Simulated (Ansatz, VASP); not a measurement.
GaP in VASP and in Ansatz

POSCAR

```
GaP
1.0
    0.0000000000      2.7253992874      2.8344152589
    2.7253992874      0.0000000000      2.8344152589
    2.7253992874      2.7253992874      0.0000000000
Ga P
1 1
Direct
    0.0000000000      0.0000000000      0.0000000000
    0.2500000000      0.2500000000      0.2500000000
```

The input INCAR.step1:

```
SYSTEM = GaP
PREC = Accurate
ENCUT = 520
ISMEAR = 0
SIGMA = 0.01
LREAL = .FALSE.
LASPH = .TRUE.
NELM = 100
NBANDS = 16
GGA = PE
ALGO = Normal
EDIFF = 1E-4
LWAVE = .TRUE.
LCHARG = .FALSE.
```

The input INCAR.step2:

```
SYSTEM = GaP
PREC = Accurate
ENCUT = 520
EDIFF = 1E-7
ISMEAR = 0
SIGMA = 0.01
LREAL = .FALSE.
LASPH = .TRUE.
NELM = 100
ALGO = Normal
ISIF = 2
LWAVE = .FALSE.
LCHARG = .TRUE.
METAGGA = R2SCAN
LMIXTAU = .TRUE.
LELF = .TRUE.
LVHAR = .TRUE.
NBANDS = 16
ISTART = 1
```

The input KPOINTS:

```
Automatic mesh
0
G
  8 8 8
  0 0 0
```

Input for Ansatz:

```yaml
crystal:
  lattice:
    - [0.0, 2.7253992874, 2.8344152589]
    - [2.7253992874, 0.0, 2.8344152589]
    - [2.7253992874, 2.7253992874, 0.0]
  atoms:
    - { symbol: Ga, position: [0.0, 0.0, 0.0] }
    - { symbol: P, position: [0.25, 0.25, 0.25] }
kpoints:
  mp_grid: { grid: [8, 8, 8] }
  band_path:
    path:
      - [0.0, 0.0, 0.0]
      - [-0.5, -0.5, 0.0]
      - [-0.375, -0.375, 0.25]
      - [-0.375, 0.0, 0.375]
      - [0.0, 0.0, 0.5]
      - [-0.5, -0.25, 0.25]
    npoints: 1
hamiltonian:
  xc: r2scan
scf:
  occupations: { method: fixed }
  n_extra_bands: 4
output:
  forces: true
  stress: true
  eigenvalues: true
```

Change from the starting cell: uniaxial_z strain +4.0%.

Alike in both runs: task single point; functional r2SCAN; k mesh 8 × 8 × 8; no spin polarisation.

|  | VASP | Ansatz |
| --- | --- | --- |
| version | VASP 6.6.1 | Ansatz 0.2.0 |
| potentials or method | VASP PAW PBE potentials, release 64 (Ga_d, P) | plane waves, PAW |
| plane-wave cutoff (eV) | 520 | 500 |
| occupations | gaussian, width 0.01 eV | fixed |
| valence electrons in the cell | 18 | 18 |

VASP gave:

| Property | Result |
| --- | --- |
| gap on the k mesh at the Fermi level (eV) | 1.76 |
| pressure (GPa) | -3.2 |
| traceless stress, the component that is largest in VASP (GPa) | -2.26 |

Which values does Ansatz return?

gap on the k mesh at the Fermi level (eV): 1.75; pressure (GPa): -3.2; traceless stress, the component that is largest in VASP (GPa): -2.26.

VASP's potentials were made for PBE, not for r2SCAN.
